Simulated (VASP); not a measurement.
# ReF3 (Pm-3m) in VASP: a series of runs, part 2 of 2

VASP 6.6.1. Earlier steps stand in the parts before.

**3. Single point, PBE**

This run uses another cell than the first one: it holds 4 atoms, not 8.

File INCAR:

```
ALGO = Normal ; EDIFF = 1E-7
ENCUT = 520 ; GGA = PE
ISIF = 2 ; ISMEAR = 0
LASPH = True ; LCHARG = False
LREAL = False ; LWAVE = False
NBANDS = 22 ; NELM = 100
PREC = Accurate ; SIGMA = 0.05
```

File KPOINTS:

```
k-points
0
Gamma
  10 10 10
```

File POSCAR:

```
ReF3
1.0
    4.0727436752      0.0000000000      0.0000000000
    0.0000000000      4.0727436752      0.0000000000
    0.0000000000      0.0000000000      4.0727436752
Re F
1 3
Direct
    0.0000000000      0.0000000000      0.0000000000
    0.5000000000      0.0000000000      0.0000000000
    0.0000000000      0.0000000000      0.5000000000
    0.0000000000      0.5000000000      0.0000000000
```

Potentials or basis: VASP PAW PBE potentials, release 64 (Re, F).

Launch:

```
$ cat potpaw_PBE.64/Re/POTCAR potpaw_PBE.64/F/POTCAR > POTCAR
$ mpirun -np 1 vasp_std > vasp.out
```

OUTCAR:

```text
EDIFF = 1E-7
   ENCUT = 520
   GGA = PE
   ISIF = 2
   ISMEAR = 0
   LASPH = True
   LREAL = False
   NELM = 100
   PREC = Accurate

 ion  position               nearest neighbor table
   1  0.000  0.000  0.000-   2 2.04   3 2.04   4 2.04   3 2.04   4 2.04   2 2.04
   2  0.500  0.000  0.000-   1 2.04   1 2.04
   3  0.000  0.000  0.500-   1 2.04   1 2.04
   4  0.000  0.500  0.000-   1 2.04   1 2.04

  LATTYP: Found a simple cubic cell.
 ALAT       =     4.0727436752
[... 199 lines left out ...]
      6      -6.3000      2.00000
[... 589 lines left out ...]
     21      12.0397      0.00000
     22      13.6203      0.00000

 [... further k-points ...]
[... 5 lines left out ...]
  --------------------------------------------------------------------------------------
  -------------------------------------------------------------------------------------
  Total       -0.7193782     -0.7193782     -0.7193782     -0.0000000     -0.0000000      0.0000000
  in kB      -17.0610835    -17.0610835    -17.0610835     -0.0000000     -0.0000000      0.0000000
  external PRESSURE =     -17.0610835 kB  Pullay stress =       0.0000000 kB

 VOLUME and BASIS-vectors are now :
 -----------------------------------------------------------------------------
  energy-cutoff  :      520.00
  volume of cell :       67.56
      direct lattice vectors                 reciprocal lattice vectors
     4.072743675  0.000000000  0.000000000     0.245534725  0.000000000  0.000000000
     0.000000000  4.072743675  0.000000000     0.000000000  0.245534725  0.000000000
     0.000000000  0.000000000  4.072743675     0.000000000  0.000000000  0.245534725

 POSITION                                       TOTAL-FORCE (eV/Angst)
 -----------------------------------------------------------------------------------
      0.00000      0.00000      0.00000         0.000000      0.000000      0.000000
      2.03637      0.00000      0.00000         0.000000      0.000000      0.000000
      0.00000      0.00000      2.03637         0.000000      0.000000      0.000000
      0.00000      2.03637      0.00000         0.000000      0.000000      0.000000
 -----------------------------------------------------------------------------------
    total drift:                                0.000000      0.000000      0.000000

  FREE ENERGIE OF THE ION-ELECTRON SYSTEM (eV)
  ---------------------------------------------------
  free  energy   TOTEN  =       -23.2588461924 eV

  energy  without entropy=      -23.2507230383  energy(sigma->0) =      -23.25478462
```

OSZICAR:

```text
N       E                     dE             d eps       ncg     rms          rms(c)
DAV:   1     0.154640777160E+03    0.15464E+03   -0.15356E+04  3894   0.130E+03
DAV:   2    -0.179280260395E+02   -0.17257E+03   -0.16402E+03  4034   0.370E+02
DAV:   3    -0.256764879368E+02   -0.77485E+01   -0.77122E+01  3844   0.793E+01
DAV:   4    -0.257257562751E+02   -0.49268E-01   -0.49126E-01  3014   0.531E+00
DAV:   5    -0.257278992450E+02   -0.21430E-02   -0.21426E-02  3852   0.105E+00    0.300E+01
DAV:   6    -0.233016615833E+02    0.24262E+01   -0.78047E+00  3922   0.409E+01    0.148E+01
DAV:   7    -0.232598738159E+02    0.41788E-01   -0.32731E-01  3628   0.487E+00    0.773E+00
DAV:   8    -0.232605779792E+02   -0.70416E-03   -0.68348E-02  4116   0.443E+00    0.283E-01
DAV:   9    -0.232588381907E+02    0.17398E-02   -0.96489E-03  3916   0.164E+00    0.345E-01
DAV:  10    -0.232588847514E+02   -0.46561E-04   -0.11359E-04  3584   0.105E-01    0.399E-02
DAV:  11    -0.232588516790E+02    0.33072E-04   -0.27856E-05  3540   0.878E-02    0.827E-03
DAV:  12    -0.232588470548E+02    0.46241E-05   -0.33072E-06  3888   0.315E-02    0.310E-03
DAV:  13    -0.232588461894E+02    0.86541E-06   -0.41194E-07  3198   0.906E-03    0.324E-04
DAV:  14    -0.232588461924E+02   -0.30150E-08   -0.17639E-08  2080   0.160E-03
   1 F= -.23258846E+02 E0= -.23254785E+02  d E =-.812315E-02
```

Run time: 64 s. Hardware: 1 thread of Oxide Virtual Turin-like, shared host; peak memory 0.18 GiB.

What came out:

```yaml
Free_energy: -23.2588 eV
Pressure: -1.7 GPa
Band_gap_on_the_k_mesh: zero (band 14 reaches 2.37 eV, above the bottom of band 15 at 0.16 eV)
```

Caveat: spin-orbit coupling is left out, which moves the levels of the heavy elements.

**4. Single point, PBE, collinear spin, ferromagnetic start**

This run uses another cell than the first one: it holds 4 atoms, not 8.

File INCAR:

```
ALGO     = Normal         # electronic algorithm
EDIFF    = 1E-6           # SCF threshold, eV
ENCUT    = 520            # plane-wave cutoff, eV
GGA      = PE             # functional
ISIF     = 2              # what is computed and relaxed
ISMEAR   = 0              # smearing method
ISPIN    = 2              # spin polarisation
LASPH    = True           # aspherical terms in the spheres
LCHARG   = True           # write CHGCAR
LELF     = True           # ELF
LMAXMIX  = 4              # l up to which the mixer works
LORBIT   = 11             # projections on sites
LREAL    = False          # projectors in reciprocal space
LVHAR    = True         
LWAVE    = False          # write WAVECAR
MAGMOM   = 1.13 0 0 0     # initial moments
NBANDS   = 26             # bands
NELM     = 150            # most SCF steps
PREC     = Accurate       # precision mode
SIGMA    = 0.05           # smearing width, eV
```

KPOINTS is that of step 3.

POSCAR is that of step 3.

Launch:

```
$ cat potpaw_PBE.64/Re/POTCAR potpaw_PBE.64/F/POTCAR > POTCAR
$ mpirun -np 1 vasp_std > vasp.out
```

It took 2.7 min on 1 thread of Oxide Virtual Turin-like, shared host; peak memory 0.25 GiB.

The run converged. Its results:

| Item | Value |
| --- | --- |
| Free energy | -23.3873 eV |
| Pressure | 0.8 GPa |
| Band gap on the k mesh | zero (filled and empty bands overlap) |
| Net moment | 2.00 μB per cell |
| Site moments | Re +1.68; F +0.08 μB |
| Valence electrons inside the program's atomic spheres | Re 5.48; F 6.09 |

Levels at points of the mesh, in eV from the Fermi level:
Spin up:
```csv
k point,band 13,band 14,band 15,band 16,band 17,band 18
"(0.00, 0.00, 0.00)",-2.36,-2.36,-2.36,0.09,0.09,1.14
"(0.50, 0.00, 0.00)",-2.33,-1.01,-1.01,0.11,1.38,4.66
"(0.50, 0.50, 0.00)",-0.99,-0.99,-0.11,0.77,4.31,6.68
"(0.50, 0.50, 0.50)",-0.09,-0.09,-0.09,4.32,4.32,6.38
```
Spin down:
```
           k point  band 11  band 12  band 13  band 14  band 15  band 16
(0.00, 0.00, 0.00)    -6.25    -6.25    -0.92    -0.92    -0.92     0.85
(0.50, 0.00, 0.00)    -6.31    -6.31    -0.89     0.31     0.31     0.88
(0.50, 0.50, 0.00)    -6.59    -5.72     0.34     0.34     1.22     1.54
(0.50, 0.50, 0.50)    -5.71    -5.71     1.25     1.25     1.25     4.94
```

Caveat: spin-orbit coupling is left out, which moves the levels of the heavy elements.

**5. Overview**

```tsv
spin	cell	k mesh	gap on the mesh (eV)	pressure (GPa)	moment (μB)
collinear, antiferromagnetic start	a = 5.760, b = 5.760, c = 8.145 Å, angles 45.0, 45.0, 60.0°, 8 atoms	10 × 10 × 5	none	-0.7	0.00
off	a = 4.073 Å, 4 atoms	10 × 10 × 10	none	-1.7	-
collinear, ferromagnetic start	a = 4.073 Å, 4 atoms	10 × 10 × 10	none	0.8	2.00
```

Alike in all rows: task single point; level PBE; potentials or basis VASP PAW PBE potentials, release 64 (Re, F); cutoff (eV) 520; smearing gaussian 0.05 eV.

Caveats: spin-orbit coupling is left out, which moves the levels of the heavy elements.

Total energies depend on the potentials used, so only differences within one code and one set of settings carry meaning.
